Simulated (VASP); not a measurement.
# BaTiO3 (Pm) in VASP: single point with PBE+U

Aim: the single point of BaTiO3 with PBE+U.

Program: VASP 6.6.1. These are calculated values, not measurements. Logs are shortened: lines on timing, memory, paths and dates and some standing lists are left out, and cuts for length are marked.

## 1. The cell of the first run

It takes space group Pm (No. 6, monoclinic). The conventional cell has a = 4.072 Å, b = 4.008 Å, c = 4.072 Å, α = 90.00°, β = 90.25°, γ = 90.00°. Ba (site symmetry m) has 12 O at 2.65 to 3.10 Å and 2 Ti at 3.46 Å within 3.5 Å. Within 2.5 Å of Ti (site symmetry m) lie 6 O at 1.89 to 2.19 Å. O (site symmetry m) has 2 Ti at 2.02 Å and 1 Ba at 2.65 Å within 2.7 Å. Within 2.5 Å of O (site symmetry m) lie 2 Ti at 1.89 to 2.19 Å. Within 2.5 Å of O (site symmetry m) lie 2 Ti at 1.89 to 2.19 Å.

## 2. Single point, PBE+U (atom 3 (O) moved by (-0.225, +0.000) A along y and z)

Contents of INCAR:

```
SYSTEM = BaTiO3
  PREC = Accurate
  ENCUT = 520
  EDIFF = 1E-6
  ISMEAR = 0
  SIGMA = 0.05
  LREAL = .FALSE.
  LASPH = .TRUE.
  NELM = 150
  ALGO = Normal
  ISIF = 2
  LWAVE = .FALSE.
  LCHARG = .TRUE.
  LMAXMIX = 4
  LDAU = .TRUE.
  LDAUTYPE = 2
  LDAUL = -1 2 -1
  LDAUU = 0 4 0
  LDAUJ = 0 0 0
  LDAUPRINT = 1
  GGA = PE
  LELF = .TRUE.
  LVHAR = .TRUE.
  NBANDS = 28
```

Contents of KPOINTS:

```
regular mesh
0
G
  6 6 6
  0 0 0
```

Contents of POSCAR:

```
BaTiO3
1.0
    4.0082194129      0.0000000000      0.0000000000
    0.0000000000      2.8732814832      2.8859184405
    0.0000000000     -2.8732814832      2.8859184405
Ba Ti O
1 1 3
Direct
    0.0000000000      0.0080771898      0.0080771898
    0.5000000000      0.5197092923      0.5197092923
    0.0000000000      0.4524729875      0.5307806651
    0.5000000000      0.4938075436      0.9829991481
    0.5000000000      0.9829991481      0.4938075436
```

Potentials or basis: VASP PAW PBE potentials, release 64 (Ba_sv, Ti_sv, O).

On the command line:

```sh
> cat potpaw_PBE.64/Ba_sv/POTCAR potpaw_PBE.64/Ti_sv/POTCAR potpaw_PBE.64/O/POTCAR > POTCAR
> mpirun -np 1 vasp_std > vasp.out
```

OUTCAR:

```text
SYSTEM = BaTiO3
   PREC = Accurate
   ENCUT = 520
   EDIFF = 1E-6
   ISMEAR = 0
   LREAL = .FALSE.
   LASPH = .TRUE.
   NELM = 150
   ISIF = 2
   GGA = PE

 ion  position               nearest neighbor table
   1  0.000  0.008  0.008-   3 2.65   3 2.80   4 2.82   5 2.82   4 2.82   5 2.82   5 2.90   4 2.90
                             5 2.90   4 2.90   3 2.99   3 3.10   2 3.46   2 3.46   2 3.50   2 3.50
   2  0.500  0.520  0.520-   4 1.89   5 1.89   3 2.02   3 2.02   5 2.19   4 2.19   1 3.46   1 3.46
                             1 3.50   1 3.50   1 3.50   1 3.50   1 3.57   1 3.57
   3  0.000  0.452  0.531-   2 2.02   2 2.02   1 2.65   1 2.80   1 2.99   1 3.10
   4  0.500  0.494  0.983-   2 1.89   2 2.19   1 2.82   1 2.82   1 2.90   1 2.90
   5  0.500  0.983  0.494-   2 1.89   2 2.19   1 2.82   1 2.82   1 2.90   1 2.90

  LATTYP: Found a base centered orthorhombic cell.
 ALAT       =     5.7465629664
 B/A-ratio  =     1.0043980923
 C/A-ratio  =     0.6974985633

  Lattice vectors:

 A1 = (   0.0000000000,   2.8732814832,  -2.8859184405)
 A2 = (   0.0000000000,   2.8732814832,   2.8859184405)
 A3 = (   4.0082194129,   0.0000000000,   0.0000000000)

Analysis of symmetry for initial positions (statically):
=====================================================================
 Subroutine PRICEL returns:
 Original cell was already a primitive cell.

 Routine SETGRP: Setting up the symmetry group for a
 base centered orthorhombic supercell.

 Subroutine GETGRP returns: Found  2 space group operations
 (whereof  2 operations were pure point group operations)
 out of a pool of  8 trial point group operations.

The static configuration has the point symmetry C_1h.

Analysis of symmetry for dynamics (positions and initial velocities):
=====================================================================
 Subroutine PRICEL returns:
 Original cell was already a primitive cell.

 Routine SETGRP: Setting up the symmetry group for a
 base centered orthorhombic supercell.

 Subroutine GETGRP returns: Found  2 space group operations
 (whereof  2 operations were pure point group operations)
 out of a pool of  8 trial point group operations.

The dynamic configuration has the point symmetry C_1h.

 Subroutine INISYM returns: Found  2 space group operations
 (whereof  2 operations are pure point group operations),
 and found     1 'primitive' translations

----------------------------------------------------------------------------------------

                                     Primitive cell

  volume of cell :      66.4728

  direct lattice vectors                    reciprocal lattice vectors
     4.008219413  0.000000000  0.000000000     0.249487340  0.000000000  0.000000000
     0.000000000  2.873281483  2.885918440     0.000000000  0.174017061  0.173255070
     0.000000000 -2.873281483  2.885918440     0.000000000 -0.174017061  0.173255070

  length of vectors
     4.008219413  4.072379124  4.072379124     0.249487340  0.245559070  0.245559070

  position of ions in fractional coordinates (direct lattice)
     0.000000000  0.008077190  0.008077190
     0.500000000  0.519709292  0.519709292
     0.000000000  0.452472988  0.530780665
     0.500000000  0.493807544  0.982999148
     0.500000000  0.982999148  0.493807544

  ion indices of the primitive-cell ions
   primitive index   ion index
                 1           1
                 2           2
                 3           3
                 4           4
                 5           5

----------------------------------------------------------------------------------------

 KPOINTS: regular mesh

Automatic generation of k-mesh.
 Grid dimensions read from file:
 generate k-points for:    6    6    6

 Generating k-lattice:

  Cartesian coordinates                     Fractional coordinates (reciprocal lattice)
     0.041581223  0.000000000  0.000000000     0.166666667  0.000000000  0.000000000
     0.000000000  0.029002844  0.028875845     0.000000000  0.166666667  0.000000000
     0.000000000 -0.029002844  0.028875845     0.000000000  0.000000000  0.166666667

  Length of vectors
     0.041581223  0.040926512  0.040926512

  Shift w.r.t. Gamma in fractional coordinates (k-lattice)
     0.000000000  0.000000000  0.000000000

 Subroutine IBZKPT returns following result:
 ===========================================

 Found     80 irreducible k-points:

 Following reciprocal coordinates:
            Coordinates               Weight
  0.000000  0.000000  0.000000      1.000000
  0.166667  0.000000  0.000000      2.000000
  0.333333  0.000000  0.000000      2.000000
  0.500000  0.000000  0.000000      1.000000
  0.000000  0.166667 -0.000000      2.000000
  0.000000  0.000000 -0.166667      2.000000
[... 16 lines left out ...]
  0.166667  0.500000  0.000000      2.000000
 -0.166667  0.000000  0.500000      2.000000
 [... further k-points ...]
   k-points           NKPTS =     80   k-points in BZ     NKDIM =     80   number of bands    NBANDS=     28
   number of dos      NEDOS =    301   number of ions     NIONS =      5
   total plane-waves  NPLWV =  27000
   dimension x,y,z NGX =    30 NGY =   30 NGZ =   30
   dimension x,y,z NGXF=    60 NGYF=   60 NGZF=   60
   ions per type =               1   1   3
   NGX,Y,Z   is equivalent  to a cutoff of  12.44, 12.25, 12.25 a.u.
   NGXF,Y,Z  is equivalent  to a cutoff of  24.89, 24.49, 24.49 a.u.
 SYSTEM =  BaTiO3
   PREC   = accura    normal or accurate (medium, high low for compatibility)
   ISTART =      0    job   : 0-new  1-cont  2-samecut
   ICHARG =      2    charge: 1-file 2-atom 10-const
   ISPIN  =      1    spin polarized calculation?
   LNONCOLLINEAR =      F non collinear calculations
   LSORBIT =      F    spin-orbit coupling
   LASPH  =      T    aspherical Exc in radial PAW
   ENCUT  =  520.0 eV  38.22 Ry    6.18 a.u.   7.45  7.57  7.57*2*pi/ulx,y,z
   NELM   =    150;   NELMIN=  2; NELMDL= -5     # of ELM steps
   EDIFF  = 0.1E-05   stopping-criterion for ELM
   LREAL  =      F    real-space projection
   EDIFFG = 0.1E-04   stopping-criterion for IOM
   NSW    =      0    number of steps for IOM
   IBRION =     -1    ionic relax: 0-MD 1-quasi-New 2-CG
   NFREE  =      0    steps in history (QN), initial steepest desc. (CG)
   ISIF   =      2    stress and relaxation
   ISYM   =      2    0-nonsym 1-usesym 2-fastsym
   POTIM  = 0.5000    time-step for ionic-motion
   TEBEG  =    0.0;   TEEND  =   0.0 temperature during run
   PSTRESS=    0.0 pullay stress
   NELECT =      40.0000    total number of electrons
   NUPDOWN=      -1.0000    fix difference up-down
   EMIN   =  10.00;   EMAX   =-10.00  energy-range for DOS
   EFERMI =   0.00;   METHOD = LEGACY
   ISMEAR =     0;   SIGMA  =   0.05  broadening in eV -4-tet -1-fermi 0-gaus
   EFERMI_NEDOS =   21; number of points for ismear=-14 and -15
   IALGO  =     38    algorithm
   IMIX   =      4    mixing-type and parameters
     AMIX     =   0.40;   BMIX     =  1.00
     AMIX_MAG =   1.60;   BMIX_MAG =  1.00
  volume/ion in A,a.u.               =      13.29        89.72
  Fermi-wavevector in a.u.,A,eV,Ry     =   1.382124  2.611835 25.990747  1.910266
  Thomas-Fermi vector in A             =   2.506844
   LORBIT       =      0    0 simple, 1 ext, 2 COOP (PROOUT), +10 PAW based schemes
 LDA+U is selected, type is set to LDAUTYPE =  2
   angular momentum for each species LDAUL =    -1    2   -1
   U (eV)           for each species LDAUU =   0.0  4.0  0.0
   J (eV)           for each species LDAUJ =   0.0  0.0  0.0
   GGA     = PE    functional components
   LHFCALC =     F    Hartree Fock is set to
   AEXX    =    0.0000 exact exchange contribution
   IVDW    =     0    specifies the selected vdW correction
   LEPSILON=     F    determine dielectric tensor
   LRPA    =     F    only Hartree local field effects (RPA)
 non-spin polarized calculation
 Gauss-broadening in eV      SIGMA  =   0.05
  energy-cutoff  :      520.00
  volume of cell :       66.47
 maximum number of plane-waves:      1811
 NGX is ok and might be reduce to    30
   NGX = 15   NGY = 15   NGZ = 15

atom =   2  type =  2  l = 2

 onsite density matrix

spin component  1

  0.1087  0.0000  0.0000  0.0054  0.0000
  0.0000  0.2433 -0.0016  0.0000  0.0009
  0.0000 -0.0016  0.1367  0.0000 -0.0471
  0.0054  0.0000  0.0000  0.1061  0.0000
  0.0000  0.0009 -0.0471  0.0000  0.2096

spin component  2

  0.1087  0.0000  0.0000  0.0054  0.0000
  0.0000  0.2433 -0.0016  0.0000  0.0009
  0.0000 -0.0016  0.1367  0.0000 -0.0471
  0.0054  0.0000  0.0000  0.1061  0.0000
  0.0000  0.0009 -0.0471  0.0000  0.2096

 occupancies and eigenvectors

  o =  0.1019  v = -0.6156  0.0000  0.0000  0.7881  0.0000  0.0000  0.0000  0.0000  0.0000  0.0000      0.0000  0.0000  0.0000  0.0000  0.0000  0.0000  0.0000  0.0000  0.0000  0.0000
  o =  0.1019  v =  0.0000  0.0000  0.0000  0.0000  0.0000 -0.6156  0.0000  0.0000  0.7881  0.0000      0.0000  0.0000  0.0000  0.0000  0.0000  0.0000  0.0000  0.0000  0.0000  0.0000
  o =  0.1129  v =  0.0000  0.0000  0.0000  0.0000  0.0000 -0.7881  0.0000  0.0000 -0.6156  0.0000      0.0000  0.0000  0.0000  0.0000  0.0000  0.0000  0.0000  0.0000  0.0000  0.0000
  o =  0.1129  v = -0.7881  0.0000  0.0000 -0.6156  0.0000  0.0000  0.0000  0.0000  0.0000  0.0000      0.0000  0.0000  0.0000  0.0000  0.0000  0.0000  0.0000  0.0000  0.0000  0.0000
  o =  0.1136  v =  0.0000  0.0083  0.8979  0.0000  0.4401  0.0000  0.0000  0.0000  0.0000  0.0000      0.0000  0.0000  0.0000  0.0000  0.0000  0.0000  0.0000  0.0000  0.0000  0.0000
  o =  0.1136  v =  0.0000  0.0000  0.0000  0.0000  0.0000  0.0000  0.0083  0.8979  0.0000  0.4401      0.0000  0.0000  0.0000  0.0000  0.0000  0.0000  0.0000  0.0000  0.0000  0.0000
  o =  0.2324  v =  0.0000  0.1373  0.4349  0.0000 -0.8899  0.0000  0.0000  0.0000  0.0000  0.0000      0.0000  0.0000  0.0000  0.0000  0.0000  0.0000  0.0000  0.0000  0.0000  0.0000
  o =  0.2324  v =  0.0000  0.0000  0.0000  0.0000  0.0000  0.0000  0.1373  0.4349  0.0000 -0.8899      0.0000  0.0000  0.0000  0.0000  0.0000  0.0000  0.0000  0.0000  0.0000  0.0000
  o =  0.2435  v =  0.0000  0.0000  0.0000  0.0000  0.0000  0.0000 -0.9905  0.0678  0.0000 -0.1197      0.0000  0.0000  0.0000  0.0000  0.0000  0.0000  0.0000  0.0000  0.0000  0.0000
  o =  0.2435  v =  0.0000 -0.9905  0.0678  0.0000 -0.1197  0.0000  0.0000  0.0000  0.0000  0.0000      0.0000  0.0000  0.0000  0.0000  0.0000  0.0000  0.0000  0.0000  0.0000  0.0000

 number of electron      39.9999986 magnetization

 Free energy of the ion-electron system (eV)
  ---------------------------------------------------
  ext. energy  EPLUGINS =         0.00000000
  ---------------------------------------------------
  free energy    TOTEN  =       -37.17148552 eV

  energy without entropy =      -37.17148552  energy(sigma->0) =      -37.17148552

 E-fermi :   4.0826     XC(G=0): -11.0624

 val. band max:        3.7254708021   @ k =   0.5000   0.5000   0.5000
 cond. band min:       6.1111286818   @ k =   0.0000   0.0000   0.0000
 fundamental gap:      2.3856578797
 Fermi energy:         4.0826023806

 k-point     1 :       0.0000    0.0000    0.0000
  band No.  band energies     occupation
      1     -53.9734      2.00000
      2     -30.1699      2.00000
      3     -30.1508      2.00000
      4     -30.1204      2.00000
      5     -21.2125      2.00000
      6     -13.1779      2.00000
[... 20 lines left out ...]
     27       8.9093      0.00000
     28      10.4784      0.00000

 k-point     2 :       0.1667    0.0000    0.0000
  band No.  band energies     occupation
      1     -53.9731      2.00000
      2     -30.1695      2.00000
      3     -30.1504      2.00000
      4     -30.1306      2.00000
      5     -21.1863      2.00000
      6     -13.1898      2.00000
[... 20 lines left out ...]
     27       9.3863      0.00000
     28      11.1321      0.00000

 k-point     3 :       0.3333    0.0000    0.0000
  band No.  band energies     occupation
      1     -53.9727      2.00000
      2     -30.1687      2.00000
      3     -30.1517      2.00000
      4     -30.1489      2.00000
      5     -21.1327      2.00000
      6     -13.2764      2.00000
[... 616 lines left out ...]
      3     -30.1642      2.00000
      4     -30.1291      2.00000
      5     -21.0992      2.00000
      6     -13.2062      2.00000
[... 20 lines left out ...]
     27      11.5447      0.00000
     28      12.1083      0.00000

 k-point    24 :      -0.1667    0.0000    0.5000
  band No.  band energies     occupation
      1     -53.9725      2.00000
      2     -30.2031      2.00000
      3     -30.1506      2.00000
      4     -30.1291      2.00000
      5     -21.0962      2.00000
      6     -13.2480      2.00000
[... 20 lines left out ...]
     27      11.4722      0.00000
     28      12.1091      0.00000

 [... further k-points ...]
[... 5 lines left out ...]
  --------------------------------------------------------------------------------------
  -------------------------------------------------------------------------------------
  Total        1.2851528      1.8689413      1.4641571      0.0000000     -0.1731741      0.0000000
  in kB       30.9757353     45.0466540     35.2902341      0.0000000     -4.1739746      0.0000000
  external PRESSURE =      37.1042078 kB  Pullay stress =       0.0000000 kB

 VOLUME and BASIS-vectors are now :
 -----------------------------------------------------------------------------
  energy-cutoff  :      520.00
  volume of cell :       66.47
      direct lattice vectors                 reciprocal lattice vectors
     4.008219413  0.000000000  0.000000000     0.249487340  0.000000000  0.000000000
     0.000000000  2.873281483  2.885918440     0.000000000  0.174017061  0.173255070
     0.000000000 -2.873281483  2.885918440     0.000000000 -0.174017061  0.173255070

 POSITION                                       TOTAL-FORCE (eV/Angst)
 -----------------------------------------------------------------------------------
      0.00000      0.00000      0.04662         0.000000     -0.178421     -0.036357
      2.00411      0.00000      2.99968         0.000000     -0.343050     -0.597205
      0.00000     -0.22500      2.83759         0.000000      1.253831      0.003126
      2.00411     -1.40559      4.26194         0.000000     -0.667332      0.811787
      2.00411      1.40559      4.26194         0.000000     -0.065029     -0.181351
 -----------------------------------------------------------------------------------
    total drift:                                0.000000     -0.000059     -0.000685

  FREE ENERGIE OF THE ION-ELECTRON SYSTEM (eV)
  ---------------------------------------------------
  free  energy   TOTEN  =       -37.1714855154 eV

  energy  without entropy=      -37.1714855154  energy(sigma->0) =      -37.17148552
```

Run time: 2.4 min. Hardware: 1 thread of Intel Xeon 6975P-C, shared host; peak memory 0.28 GiB.

What came out:

| Quantity | Value |
| --- | --- |
| Free energy | -37.1715 eV |
| Pressure | 3.7 GPa |
| Largest force | 1.254 eV/Å |
| Band gap on the k mesh | 2.39 eV, indirect (least direct gap 2.79 eV) |

Forces in eV/Å, atoms in the order of the input:
```
Ba   0.000 -0.178 -0.036
Ti   0.000 -0.343 -0.597
O    0.000  1.254  0.003
O    0.000 -0.667  0.812
O    0.000 -0.065 -0.181
```

Eigenvalues of the final occupation matrices:
```tsv
site	spin	trace	eigenvalues
site 2 d	1	0.80	0.10 0.11 0.11 0.23 0.24
site 2 d	2	0.80	0.10 0.11 0.11 0.23 0.24
```

Caveat: the cell differs from its parent crystal (atom 3 (O) moved by (-0.225, +0.000) A along y and z); spin-orbit coupling is left out, which moves the levels of the heavy elements; forces of over 1 eV/Å act on the atoms, so gaps and moduli don't describe the material at rest.
